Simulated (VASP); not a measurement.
# SiC (Moissanite 3C) (F-43m) in VASP: a series of runs, part 2 of 2

VASP 6.6.1. Earlier steps stand in the parts before.

### 3 Single point, RPBE+D4

This run uses another cell than the first one, of 9.73 Å³/atom, 0.940 times its volume.

The input, INCAR:

```
PREC = Accurate ; ENCUT = 600
EDIFF = 1E-6 ; ISMEAR = -1
SIGMA = 0.05 ; LREAL = False
LASPH = True ; NELM = 120
ALGO = Normal ; ISIF = 2
LWAVE = False ; LCHARG = True
GGA = RP ; IVDW = 13
LELF = True ; LVHAR = True
NBANDS = 11 ; GGA_COMPAT = False
```

The input, KPOINTS:

```
regular mesh
0
Gamma
  10 10 10
```

The input, POSCAR:

```
SiC
1.0
    0.0000000000      2.1345181309      2.1345181309
    2.1345181309      0.0000000000      2.1345181309
    2.1345181309      2.1345181309      0.0000000000
Si C
1 1
Direct
    0.0000000000      0.0000000000      0.0000000000
    0.7500000000      0.7500000000      0.7500000000
```

Potentials or basis: VASP PAW PBE potentials, release 64 (Si, C).

On the command line:

```
$ cat potpaw_PBE.64/Si/POTCAR potpaw_PBE.64/C/POTCAR > POTCAR
$ mpirun -np 1 vasp_std > vasp.out
```

OUTCAR:

```text
PREC = Accurate
   ENCUT = 600
   EDIFF = 1E-6
   ISMEAR = -1
   LREAL = False
   LASPH = True
   NELM = 120
   ISIF = 2
   GGA = RP
   IVDW = 13

 ion  position               nearest neighbor table
   1  0.000  0.000  0.000-   2 1.85   2 1.85   2 1.85   2 1.85
   2  0.750  0.750  0.750-   1 1.85   1 1.85   1 1.85   1 1.85

  LATTYP: Found a face centered cubic cell.
 ALAT       =     4.2690362618

  Lattice vectors:

 A1 = (   0.0000000000,   2.1345181309,   2.1345181309)
 A2 = (   2.1345181309,   0.0000000000,   2.1345181309)
 A3 = (   2.1345181309,   2.1345181309,   0.0000000000)

Analysis of symmetry for initial positions (statically):
=====================================================================
 Subroutine PRICEL returns:
 Original cell was already a primitive cell.

 Routine SETGRP: Setting up the symmetry group for a
 face centered cubic supercell.

 Subroutine GETGRP returns: Found 24 space group operations
 (whereof 24 operations were pure point group operations)
 out of a pool of 48 trial point group operations.

The static configuration has the point symmetry T_d .

Analysis of symmetry for dynamics (positions and initial velocities):
=====================================================================
 Subroutine PRICEL returns:
 Original cell was already a primitive cell.

 Routine SETGRP: Setting up the symmetry group for a
 face centered cubic supercell.

 Subroutine GETGRP returns: Found 24 space group operations
 (whereof 24 operations were pure point group operations)
 out of a pool of 48 trial point group operations.

The dynamic configuration has the point symmetry T_d .

 Subroutine INISYM returns: Found 24 space group operations
 (whereof 24 operations are pure point group operations),
 and found     1 'primitive' translations

----------------------------------------------------------------------------------------

                                     Primitive cell

  volume of cell :      19.4504

  direct lattice vectors                    reciprocal lattice vectors
[... 115 lines left out ...]
   IVDW    =    13    specifies the selected vdW correction
   LEPSILON=     F    determine dielectric tensor
   LRPA    =     F    only Hartree local field effects (RPA)
 non-spin polarized calculation
  energy-cutoff  :      600.00
  volume of cell :       19.45
 maximum number of plane-waves:       662
   NGX = 13   NGY = 13   NGZ = 13

 number of electron       7.9999999 magnetization

 Free energy of the ion-electron system (eV)
  ---------------------------------------------------
  ext. energy  EPLUGINS =         0.00000000
  ---------------------------------------------------
  free energy    TOTEN  =       -14.21019346 eV

  energy without entropy =      -14.21019343  energy(sigma->0) =      -14.21019344

 E-fermi :   9.5732     XC(G=0): -11.5680

 val. band max:        8.9012690274   @ k =   0.0000   0.0000   0.0000
 cond. band min:      10.2018651015   @ k =   0.5000   0.5000   0.0000
 fundamental gap:      1.3005960741
 Fermi energy:         9.5732066815

 k-point     1 :       0.0000    0.0000    0.0000
  band No.  band energies     occupation
      1      -7.0125      2.00000
      2       8.9013      2.00000
      3       8.9013      2.00000
      4       8.9013      2.00000
      5      15.8749      0.00000
      6      16.7064      0.00000
      7      16.7064      0.00000
      8      16.7064      0.00000
      9      23.7201      0.00000
     10      23.7201      0.00000
     11      26.5496      0.00000
[... 309 lines left out ...]
 k-point    24 :       0.4000    0.3000    0.0000
  band No.  band energies     occupation
      1      -3.7139      2.00000
      2       3.2471      2.00000
      3       5.6404      2.00000
      4       6.1912      2.00000
      5      11.8297      0.00000
      6      14.8394      0.00000
      7      21.2689      0.00000
      8      21.4836      0.00000
      9      23.5085      0.00000
     10      27.5274      0.00000
     11      31.1450      0.00000

 [... further k-points ...]

------------------------ aborting loop because EDIFF is reached ----------------------------------------

  DFT-D4 for vdW energy calculation

  Edisp (eV):   -1.51272

  FORCE on cell =-STRESS in cart. coord.  units (eV):
  Direction    XX          YY          ZZ          XY          YZ          ZX
  --------------------------------------------------------------------------------------
  -------------------------------------------------------------------------------------
  Total       1.25225     1.25225     1.25225    -0.00000     0.00000     0.00000
  in kB     103.15028   103.15028   103.15028    -0.00000     0.00000     0.00000
  external pressure =      103.15 kB  Pullay stress =        0.00 kB

 VOLUME and BASIS-vectors are now :
 -----------------------------------------------------------------------------
  energy-cutoff  :      600.00
  volume of cell :       19.45
      direct lattice vectors                 reciprocal lattice vectors
     0.000000000  2.134518131  2.134518131    -0.234244907  0.234244907  0.234244907
     2.134518131  0.000000000  2.134518131     0.234244907 -0.234244907  0.234244907
     2.134518131  2.134518131  0.000000000     0.234244907  0.234244907 -0.234244907

 POSITION                                       TOTAL-FORCE (eV/Angst)
 -----------------------------------------------------------------------------------
      0.00000      0.00000      0.00000        -0.000000     -0.000000     -0.000000
      3.20178      3.20178      3.20178         0.000000      0.000000      0.000000
 -----------------------------------------------------------------------------------
    total drift:                               -0.000000     -0.000000     -0.000000

  FREE ENERGIE OF THE ION-ELECTRON SYSTEM (eV)
  ---------------------------------------------------
  free  energy   TOTEN  =       -15.7229104958 eV

  energy  without entropy=      -15.7229104657  energy(sigma->0) =      -15.72291048
```

OSZICAR:

```text
N       E                     dE             d eps       ncg     rms          rms(c)
DAV:   1     0.658729751073E+01    0.65873E+01   -0.44640E+03  1074   0.705E+02
DAV:   2    -0.155251484604E+02   -0.22112E+02   -0.20889E+02  1267   0.118E+02
DAV:   3    -0.161607739704E+02   -0.63563E+00   -0.63432E+00  1278   0.166E+01
DAV:   4    -0.161629298679E+02   -0.21559E-02   -0.21558E-02  1212   0.122E+00
DAV:   5    -0.161629387836E+02   -0.89158E-05   -0.89162E-05  1244   0.733E-02    0.100E+01
DAV:   6    -0.142810278184E+02    0.18819E+01   -0.61607E+00  1148   0.114E+01    0.476E+00
DAV:   7    -0.142127350962E+02    0.68293E-01   -0.48955E-01  1228   0.393E+00    0.204E+00
DAV:   8    -0.142095717878E+02    0.31633E-02   -0.19880E-02  1154   0.100E+00    0.197E-01
DAV:   9    -0.142100144435E+02   -0.44266E-03   -0.15434E-03  1262   0.249E-01    0.144E-01
DAV:  10    -0.142101881048E+02   -0.17366E-03   -0.26736E-04  1166   0.111E-01    0.216E-02
DAV:  11    -0.142101928730E+02   -0.47683E-05   -0.45370E-05  1244   0.375E-02    0.622E-03
DAV:  12    -0.142101934596E+02   -0.58654E-06   -0.16281E-06   895   0.858E-03
   1 F= -.15722910E+02 E0= -.15722910E+02  d E =-.301333E-07
```

stdout:

```text
POSCAR found type information on POSCAR SiC
 POSCAR found :  2 types and       2 ions
 scaLAPACK will be used
 -----------------------------------------------------------------------------
|                                                                             |
|                                                                             |
|     You enforced a specific xc type in the INCAR file but a different       |
|     I HOPE YOU KNOW WHAT YOU ARE DOING!                                     |
|                                                                             |
 -----------------------------------------------------------------------------

 LDA part: xc-table for (Slater+PW92), standard interpolation
 POSCAR, INCAR and KPOINTS ok, starting setup
 FFT: planning ... GRIDC
 FFT: planning ... GRID_SOFT
 FFT: planning ... GRID
 WAVECAR not read
 entering main loop
```

Run time: 9 s. Hardware: 1 thread of Intel Xeon Platinum 8488C (Sapphire Rapids), shared host; peak memory 0.14 GiB.

Results:

* Free energy: -15.7229 eV
* Pressure: 10.3 GPa
* Band gap on the k mesh: 1.30 eV, indirect (least direct gap 4.59 eV)
* Dispersion energy per atom: -0.756 eV

Caveat: the PAW data sets were made with another functional, which shifts forces and pressure a little. RPBE gaps usually lie below the measured ones, often by a third to a half.

### 4 Single point, RPBE+D4

This run uses another cell than the first one, of 9.93 Å³/atom, 0.960 times its volume.

The input, INCAR:

```
SYSTEM = SiC
ALGO = Normal ; EDIFF = 1E-6
ENCUT = 600 ; GGA = RP
GGA_COMPAT = .FALSE. ; ISIF = 2
ISMEAR = -1 ; IVDW = 13
LASPH = .TRUE. ; LCHARG = .FALSE.
LREAL = .FALSE. ; LWAVE = .FALSE.
NBANDS = 11 ; NELM = 120
PREC = Accurate ; SIGMA = 0.05
```

The input, KPOINTS:

```
k-points
0
G
  10 10 10
  0 0 0
```

The input, POSCAR:

```
SiC
1.0
    0.0000000000      2.1495504440      2.1495504440
    2.1495504440      0.0000000000      2.1495504440
    2.1495504440      2.1495504440      0.0000000000
Si C
1 1
Direct
    0.0000000000      0.0000000000      0.0000000000
    0.7500000000      0.7500000000      0.7500000000
```

On the command line:

```
$ cat potpaw_PBE.64/Si/POTCAR potpaw_PBE.64/C/POTCAR > POTCAR
$ mpirun -np 1 vasp_std > vasp.out
```

It took 6.3 s on 1 thread of Intel Xeon Platinum 8488C (Sapphire Rapids), shared host; peak memory 0.13 GiB.

Results (log left out):

```yaml
Free_energy: -15.7430 eV
Pressure: 5.0 GPa
Band_gap_on_the_k_mesh: 1.32 eV, indirect (least direct gap 4.58 eV)
Dispersion_energy_per_atom: -0.742 eV
```

Levels at points of the mesh, in eV from the valence-band top:
| k point | band 1 | band 2 | band 3 | band 4 | band 5 | band 6 | band 7 | band 8 |
| --- | --- | --- | --- | --- | --- | --- | --- | --- |
| (0.00, 0.00, 0.00) | -15.74 | 0.00 | 0.00 | 0.00 | 6.73 | 7.65 | 7.65 | 7.65 |
| (0.50, 0.00, 0.00) | -12.04 | -8.74 | -1.05 | -1.05 | 5.85 | 7.42 | 7.42 | 10.34 |
| (0.50, 0.50, 0.00) | -10.57 | -7.90 | -3.25 | -3.25 | 1.32 | 4.53 | 14.59 | 14.59 |

Caveat: the PAW data sets were made with another functional, which shifts forces and pressure a little. A k mesh can miss the band edges.

### 5 The runs side by side

```tsv
level	cell	k mesh	gap on the mesh (eV)	pressure (GPa)
PBE	a = 3.082 Å, angles 60.0°, 2 atoms	8 × 8 × 8	1.36	3.1
RPBE+D4	a = 3.019 Å, angles 60.0°, 2 atoms	10 × 10 × 10	1.30	10.3
RPBE+D4	a = 3.040 Å, angles 60.0°, 2 atoms	10 × 10 × 10	1.32	5.0
```

Alike in all rows: task single point; potentials or basis VASP PAW PBE potentials, release 64 (Si, C); no spin polarisation; cutoff (eV) 600; smearing fermi-dirac 0.05 eV.

Caveats: the PAW data sets were made with another functional, which shifts forces and pressure a little (some runs).

Absolute energies hang on the potentials; compare differences alone.
